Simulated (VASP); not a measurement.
# Cr (Im-3m) in VASP: a series of runs

Cr is run at these levels: PBE; tasks: relaxation of cell and atoms, single point.

All numbers are computed with VASP 6.6.1; they aren't measurements. Logs are shortened: lines on timing, memory, paths and dates and some standing lists are left out, and cuts for length are marked.

**1. The cell of the first run**

The structure is cubic, space group Im-3m (No. 229). The conventional cell has a = 2.378 Å, b = 2.378 Å, c = 2.378 Å, α = 90.00°, β = 90.00°, γ = 90.00°. Within 2.7 Å of Cr (site symmetry m-3m) lie 14 Cr at 2.06 to 2.38 Å.

**2. Relaxation of cell and atoms, PBE, collinear spin, ferromagnetic start, target pressure 410 GPa, at which the enthalpy is minimised**

INCAR

```
ALGO = Normal ; EDIFF = 1E-6
EDIFFG = -0.005 ; ENCUT = 600
GGA = PE ; IBRION = 2
ISIF = 3 ; ISMEAR = -1
ISPIN = 2 ; LASPH = T
LCHARG = F ; LMAXMIX = 4
LORBIT = 11 ; LREAL = F
LWAVE = F ; MAGMOM = 2
NELM = 150 ; NSW = 32
PREC = Accurate ; PSTRESS = 4100.0
SIGMA = 0.1
```

KPOINTS

```
k-points
0
Gamma
  22 22 22
```

POSCAR

```
Cr
1.0
   -1.1890273898      1.1890273898      1.1890273898
    1.1890273898     -1.1890273898      1.1890273898
    1.1890273898      1.1890273898     -1.1890273898
Cr
1
Direct
    0.0000000000      0.0000000000      0.0000000000
```

Potentials or basis: VASP PAW PBE potentials, release 64 (Cr_pv).

On the command line:

```console
$ cat potpaw_PBE.64/Cr_pv/POTCAR > POTCAR
$ mpirun -np 1 vasp_std > vasp.out
```

OUTCAR:

```text
EDIFF = 1E-6
   EDIFFG = -0.005
   ENCUT = 600
   GGA = PE
   IBRION = 2
   ISIF = 3
   ISMEAR = -1
   ISPIN = 2
   LASPH = T
   LORBIT = 11
   LREAL = F
   NELM = 150
   NSW = 32
   PREC = Accurate
   PSTRESS = 4100.0

 ion  position               nearest neighbor table
   1  0.000  0.000  0.000-

  LATTYP: Found a body centered cubic cell.
 ALAT       =     2.3780547796

  Lattice vectors:

 A1 = (  -1.1890273898,   1.1890273898,   1.1890273898)
 A2 = (   1.1890273898,  -1.1890273898,   1.1890273898)
 A3 = (   1.1890273898,   1.1890273898,  -1.1890273898)

Analysis of symmetry for initial positions (statically):
=====================================================================
 Subroutine PRICEL returns:
 Original cell was already a primitive cell.

 Routine SETGRP: Setting up the symmetry group for a
 body centered cubic supercell.

 Subroutine GETGRP returns: Found 48 space group operations
 (whereof 48 operations were pure point group operations)
 out of a pool of 48 trial point group operations.

The static configuration has the point symmetry O_h .

Analysis of symmetry for dynamics (positions and initial velocities):
=====================================================================
 Subroutine PRICEL returns:
 Original cell was already a primitive cell.

 Routine SETGRP: Setting up the symmetry group for a
 body centered cubic supercell.

 Subroutine GETGRP returns: Found 48 space group operations
 (whereof 48 operations were pure point group operations)
 out of a pool of 48 trial point group operations.

The dynamic configuration has the point symmetry O_h .

Analysis of structural, dynamic, and magnetic symmetry:
=====================================================================
 Subroutine PRICEL returns:
 Original cell was already a primitive cell.

 Routine SETGRP: Setting up the symmetry group for a
 body centered cubic supercell.

 Subroutine GETGRP returns: Found 48 space group operations
 (whereof 48 operations were pure point group operations)
 out of a pool of 48 trial point group operations.

The overall configuration has the point symmetry O_h .

 Subroutine INISYM returns: Found 48 space group operations
 (whereof 48 operations are pure point group operations),
 and found     1 'primitive' translations

----------------------------------------------------------------------------------------

                                     Primitive cell

  volume of cell :       6.7241

  direct lattice vectors                    reciprocal lattice vectors
    -1.189027390  1.189027390  1.189027390     0.000000000  0.420511760  0.420511760
     1.189027390 -1.189027390  1.189027390     0.420511760  0.000000000  0.420511760
     1.189027390  1.189027390 -1.189027390     0.420511760  0.420511760  0.000000000

  length of vectors
     2.059455851  2.059455851  2.059455851     0.594693434  0.594693434  0.594693434

  position of ions in fractional coordinates (direct lattice)
     0.000000000  0.000000000  0.000000000

  ion indices of the primitive-cell ions
   primitive index   ion index
                 1           1

----------------------------------------------------------------------------------------

 KPOINTS: k-points

Automatic generation of k-mesh.
 Grid dimensions read from file:
 generate k-points for:   22   22   22

 Generating k-lattice:

  Cartesian coordinates                     Fractional coordinates (reciprocal lattice)
     0.000000000  0.019114171  0.019114171     0.045454545  0.000000000  0.000000000
     0.019114171  0.000000000  0.019114171     0.000000000  0.045454545  0.000000000
     0.019114171  0.019114171  0.000000000     0.000000000  0.000000000  0.045454545

  Length of vectors
     0.027031520  0.027031520  0.027031520

  Shift w.r.t. Gamma in fractional coordinates (k-lattice)
     0.000000000  0.000000000  0.000000000

 Subroutine IBZKPT returns following result:
 ===========================================

 Found    328 irreducible k-points:

 Following reciprocal coordinates:
            Coordinates               Weight
  0.000000  0.000000  0.000000      1.000000
  0.045455  0.000000  0.000000     12.000000
  0.090909  0.000000  0.000000     12.000000
  0.136364  0.000000  0.000000     12.000000
  0.181818  0.000000  0.000000     12.000000
  0.227273  0.000000  0.000000     12.000000
[... 16 lines left out ...]
  0.090909  0.090909  0.000000     24.000000
  0.136364  0.090909  0.000000     48.000000
 [... further k-points ...]
   k-points           NKPTS =    328   k-points in BZ     NKDIM =    328   number of bands    NBANDS=     11
   number of dos      NEDOS =    301   number of ions     NIONS =      1
   total plane-waves  NPLWV =   4096
   dimension x,y,z NGX =    16 NGY =   16 NGZ =   16
   dimension x,y,z NGXF=    32 NGYF=   32 NGZF=   32
   ions per type =               1
   NGX,Y,Z   is equivalent  to a cutoff of  12.92, 12.92, 12.92 a.u.
   NGXF,Y,Z  is equivalent  to a cutoff of  25.83, 25.83, 25.83 a.u.
 SYSTEM =  unknown system
   PREC   = accura    normal or accurate (medium, high low for compatibility)
   ISTART =      0    job   : 0-new  1-cont  2-samecut
   ICHARG =      2    charge: 1-file 2-atom 10-const
   ISPIN  =      2    spin polarized calculation?
   LNONCOLLINEAR =      F non collinear calculations
   LSORBIT =      F    spin-orbit coupling
   LASPH  =      T    aspherical Exc in radial PAW
   ENCUT  =  600.0 eV  44.10 Ry    6.64 a.u.   4.11  4.11  4.11*2*pi/ulx,y,z
   NELM   =    150;   NELMIN=  2; NELMDL= -5     # of ELM steps
   EDIFF  = 0.1E-05   stopping-criterion for ELM
   LREAL  =      F    real-space projection
   EDIFFG = -.5E-02   stopping-criterion for IOM
   NSW    =     32    number of steps for IOM
   IBRION =      2    ionic relax: 0-MD 1-quasi-New 2-CG
   NFREE  =      1    steps in history (QN), initial steepest desc. (CG)
   ISIF   =      3    stress and relaxation
   ISYM   =      2    0-nonsym 1-usesym 2-fastsym
   POTIM  = 0.5000    time-step for ionic-motion
   TEBEG  =    0.0;   TEEND  =   0.0 temperature during run
   PSTRESS= 4100.0 pullay stress
   NELECT =      12.0000    total number of electrons
   NUPDOWN=      -1.0000    fix difference up-down
   EMIN   =  10.00;   EMAX   =-10.00  energy-range for DOS
   EFERMI =   0.00;   METHOD = LEGACY
   ISMEAR =    -1;   SIGMA  =   0.10  broadening in eV -4-tet -1-fermi 0-gaus
   EFERMI_NEDOS =   21; number of points for ismear=-14 and -15
   IALGO  =     38    algorithm
   IMIX   =      4    mixing-type and parameters
     AMIX     =   0.40;   BMIX     =  1.00
     AMIX_MAG =   1.60;   BMIX_MAG =  1.00
  volume/ion in A,a.u.               =       6.72        45.38
  Fermi-wavevector in a.u.,A,eV,Ry     =   1.985745  3.752513 53.650243  3.943182
  Thomas-Fermi vector in A             =   3.004800
   LORBIT       =     11    0 simple, 1 ext, 2 COOP (PROOUT), +10 PAW based schemes
   GGA     = PE    functional components
   LHFCALC =     F    Hartree Fock is set to
   AEXX    =    0.0000 exact exchange contribution
   IVDW    =     0    specifies the selected vdW correction
   LEPSILON=     F    determine dielectric tensor
   LRPA    =     F    only Hartree local field effects (RPA)
 conjugate gradient relaxation of ions
 spin polarized calculation
  energy-cutoff  :      600.00
  volume of cell :        6.72
 maximum number of plane-waves:       236
   NGX =  9   NGY =  9   NGZ =  9

--------------------------------------- Ionic step        1  -------------------------------------------

 number of electron      12.0000006 magnetization      -0.0000480

 number of electron      12.0000006 magnetization       0.0000529

 Free energy of the ion-electron system (eV)
  ---------------------------------------------------
  ext. energy  EPLUGINS =         0.00000000
  ---------------------------------------------------
  free energy    TOTEN  =        -5.49046226 eV

  energy without entropy =       -5.47304088  energy(sigma->0) =       -5.48175157

------------------------ aborting loop because EDIFF is reached ----------------------------------------

  FORCE on cell =-STRESS in cart. coord.  units (eV):
  Direction    XX          YY          ZZ          XY          YZ          ZX
  --------------------------------------------------------------------------------------
  -------------------------------------------------------------------------------------
  Total       17.8031928     17.8031928     17.8031928      0.0000000     -0.0000000      0.0000000
  in kB     4242.0219378   4242.0219378   4242.0219378      0.0000000     -0.0000000      0.0000000
  external PRESSURE =     142.0219378 kB  Pullay stress =    4100.0000000 kB
[... 102 lines left out ...]
--------------------------------------- Ionic step        4  -------------------------------------------

 number of electron      12.0000001 magnetization      -0.0000002

 number of electron      12.0000001 magnetization       0.0000001

 Free energy of the ion-electron system (eV)
  ---------------------------------------------------
  ext. energy  EPLUGINS =         0.00000000
  ---------------------------------------------------
  free energy    TOTEN  =        -5.64686723 eV

  energy without entropy =       -5.62929832  energy(sigma->0) =       -5.63808278

 E-fermi :  20.8096     XC(G=0): -17.0628

 val. band max:       20.7973416967   @ k =   0.3182   0.0909   0.0909
 cond. band min:      20.8371446451   @ k =  -0.3636   0.3636   0.2273
 fundamental gap:      0.0398029484
 Fermi energy:        20.8096090004

 spin component 1

 k-point     1 :       0.0000    0.0000    0.0000
  band No.  band energies     occupation
      1     -20.9511      1.00000
      2     -20.9511      1.00000
      3     -20.9511      1.00000
      4      12.0066      1.00000
      5      18.5980      1.00000
      6      18.5980      1.00000
      7      18.5980      1.00000
      8      22.5743      0.00000
      9      22.5743      0.00000
     10      28.2534      0.00000
     11      46.7734      0.00000
[... 309 lines left out ...]
 k-point    24 :       0.1364    0.0909    0.0000
  band No.  band energies     occupation
      1     -22.4923      1.00000
      2     -21.3279      1.00000
      3     -21.0790      1.00000
      4      14.2796      1.00000
      5      17.5586      1.00000
      6      17.8972      1.00000
      7      21.1386      0.03594
      8      21.5442      0.00064
      9      22.9237      0.00000
     10      28.2509      0.00000
     11      46.3983      0.00000

 [... further k-points ...]

 spin component 2

 k-point     1 :       0.0000    0.0000    0.0000
  band No.  band energies     occupation
      1     -20.9511      1.00000
      2     -20.9511      1.00000
      3     -20.9511      1.00000
      4      12.0066      1.00000
      5      18.5980      1.00000
      6      18.5980      1.00000
      7      18.5980      1.00000
      8      22.5743      0.00000
      9      22.5743      0.00000
     10      28.2534      0.00000
     11      46.7734      0.00000
[... 350 lines left out ...]
  FREE ENERGIE OF THE ION-ELECTRON SYSTEM (eV)
  ---------------------------------------------------
  free  energy   TOTEN  =        -5.6468672345 eV

  energy  without entropy=       -5.6292983178  energy(sigma->0) =       -5.63808278

  enthalpy is  TOTEN    =        11.7140683750 eV   P V=       17.3609356095

 reached required accuracy - stopping structural energy minimisation

 total charge

# of ion       s       p       d       tot
------------------------------------------
    1        0.671   6.838   5.364  12.874

 magnetization (x)

# of ion       s       p       d       tot
------------------------------------------
    1        0.000  -0.000   0.000   0.000
```

Wall time 30 s (1 thread of Intel Xeon 6975P-C (Granite Rapids), shared host); peak memory 0.16 GiB.

Results:

| Item | Value |
| --- | --- |
| Free energy | -5.6469 eV |
| Relaxed volume | 6.78 Å³/atom |
| Relaxed cell | a = 2.066 Å, b = 2.066 Å, c = 2.066 Å, α = 109.47°, β = 109.47°, γ = 109.47° |
| Space group after relaxing (to 0.1 Å) | Im-3m (No. 229) |
| Energy change on relaxing (the run minimises the enthalpy) | -156.4 meV/atom |
| Ionic steps | 4 |
| Pressure after relaxing | 410.0 GPa |
| Band gap on the k mesh | zero (filled and empty bands overlap) |
| Net moment | 0.00 μB per cell |

Step by step:
```csv
step,energy change (eV),largest force (eV/Å),pressure (GPa),volume (Å³)
1,0.0000,0.0000,424.20,6.72
2,-1.3394,0.0000,301.80,7.32
3,-0.1619,0.0000,409.50,6.79
4,-0.1564,0.0000,410.00,6.78
```

Final structure:
```cif
data_structure
_symmetry_space_group_name_H-M 'P 1'
_symmetry_Int_Tables_number 1
_cell_length_a 2.0656
_cell_length_b 2.0656
_cell_length_c 2.0656
_cell_angle_alpha 109.471
_cell_angle_beta 109.471
_cell_angle_gamma 109.471
_cell_volume 6.78
loop_
_atom_site_label
_atom_site_type_symbol
_atom_site_fract_x
_atom_site_fract_y
_atom_site_fract_z
_atom_site_occupancy
Cr1 Cr 0.00000 0.00000 0.00000 1
```

Caveat: the cell is relaxed towards a set pressure, so the run minimises the enthalpy, not the energy; an empty level that is flat over the whole mesh can mark a ghost state of the potentials, or a narrow d or f band.

**3. Single point, PBE, collinear spin, ferromagnetic start**

INCAR

```
ALGO = Normal
EDIFF = 1E-7
ENCUT = 520
GGA = PE
ISIF = 2
ISMEAR = -1
ISPIN = 2
LASPH = T
LCHARG = F
LMAXMIX = 4
LORBIT = 11
LREAL = F
LWAVE = F
MAGMOM = 2
NBANDS = 16
NELM = 150
PREC = Accurate
SIGMA = 0.1
```

KPOINTS is that of step 2.

POSCAR is that of step 2.

Potentials or basis: VASP PAW PBE potentials, release 64 (Cr_pv).

On the command line:

```console
$ cat potpaw_PBE.64/Cr_pv/POTCAR > POTCAR
$ mpirun -np 1 vasp_std > vasp.out
```

It took 47 s on 1 thread of Intel Xeon 8259CL, shared host; peak memory 0.17 GiB.

It converged, with:

```yaml
Free_energy: -5.4899 eV
Pressure: 424.3 GPa
Band_gap_on_the_k_mesh: zero (filled and empty bands overlap)
Net_moment: 0.00 μB per cell
```

Levels at points of the mesh, in eV from the Fermi level:
Spin up:
```tsv
k point	band 2	band 3	band 4	band 5	band 6	band 7	band 8	band 9	band 10	band 11
(0.00, 0.00, 0.00)	-41.74	-41.74	-8.79	-2.25	-2.25	-2.25	1.77	1.77	7.44	26.01
(0.50, 0.00, 0.00)	-42.99	-41.84	-8.23	-5.49	2.09	2.72	4.26	5.72	7.44	18.80
(0.50, 0.50, 0.50)	-44.54	-44.54	-9.42	-9.42	4.81	4.81	4.81	7.43	17.29	17.29
```
Spin down:
```
           k point  band 2  band 3  band 4  band 5  band 6  band 7  band 8  band 9  band 10  band 11
(0.00, 0.00, 0.00)  -41.74  -41.74   -8.79   -2.25   -2.25   -2.25    1.77    1.77     7.44    26.01
(0.50, 0.00, 0.00)  -42.99  -41.84   -8.23   -5.49    2.09    2.72    4.26    5.72     7.44    18.80
(0.50, 0.50, 0.50)  -44.54  -44.54   -9.42   -9.42    4.81    4.81    4.81    7.43    17.29    17.29
```

Caveat: the cell stands under pressure; an empty level that is flat over the whole mesh can mark a ghost state of the potentials, or a narrow d or f band.

**4. Single point, PBE, collinear spin, ferromagnetic start**

INCAR

```
SYSTEM = Cr
PREC     = Accurate       ! precision mode
ENCUT    = 520            ! plane-wave cutoff, eV
EDIFF    = 1E-6           ! SCF threshold, eV
ISMEAR   = -1             ! smearing method
SIGMA    = 0.1            ! smearing width, eV
LREAL    = .False.        ! projectors in reciprocal space
LASPH    = .True.         ! aspherical terms in the spheres
NELM     = 150            ! most SCF steps
ALGO     = Normal         ! electronic algorithm
ISIF     = 2              ! what is computed and relaxed
LWAVE    = .False.        ! write WAVECAR
LCHARG   = .False.        ! write CHGCAR
ISPIN    = 2              ! spin polarisation
MAGMOM   = 2              ! initial moments
LORBIT   = 11             ! projections on sites
LMAXMIX  = 4              ! l up to which the mixer works
GGA      = PE             ! functional
NBANDS   = 16             ! bands
```

KPOINTS

```
regular mesh
0
Gamma
  22 22 22
  0 0 0
```

POSCAR

```
Cr
1.0
   -1.1894214050      1.1894214050      1.1894214050
    1.1894214050     -1.1894214050      1.1894214050
    1.1894214050      1.1894214050     -1.1894214050
Cr
1
Direct
    0.0000000000      0.0000000000      0.0000000000
```

On the command line:

```console
$ cat potpaw_PBE.64/Cr_pv/POTCAR > POTCAR
$ mpirun -np 1 vasp_std > vasp.out
```

It took 64 s on 1 thread of Intel Xeon 8259CL, shared host; peak memory 0.16 GiB.

It converged, with:

```yaml
Free_energy: -5.5076 eV
Pressure: 422.6 GPa
Band_gap_on_the_k_mesh: zero (filled and empty bands overlap)
Net_moment: 0.00 μB per cell
```

Levels at points of the mesh, in eV from the Fermi level:
Spin up:
```csv
k point,band 4,band 5,band 6,band 7,band 8,band 9
"(0.00, 0.00, 0.00)",-8.79,-2.24,-2.24,-2.24,1.77,1.77
"(0.50, 0.00, 0.00)",-8.22,-5.49,2.09,2.72,4.25,5.71
"(0.50, 0.50, 0.50)",-9.41,-9.41,4.81,4.81,4.81,7.43
```
Spin down:
| k point | band 4 | band 5 | band 6 | band 7 | band 8 | band 9 |
| --- | --- | --- | --- | --- | --- | --- |
| (0.00, 0.00, 0.00) | -8.79 | -2.24 | -2.24 | -2.24 | 1.77 | 1.77 |
| (0.50, 0.00, 0.00) | -8.22 | -5.49 | 2.09 | 2.72 | 4.25 | 5.71 |
| (0.50, 0.50, 0.50) | -9.41 | -9.41 | 4.81 | 4.81 | 4.81 | 7.43 |

Caveat: the cell stands under pressure; an empty level that is flat over the whole mesh can mark a ghost state of the potentials, or a narrow d or f band.
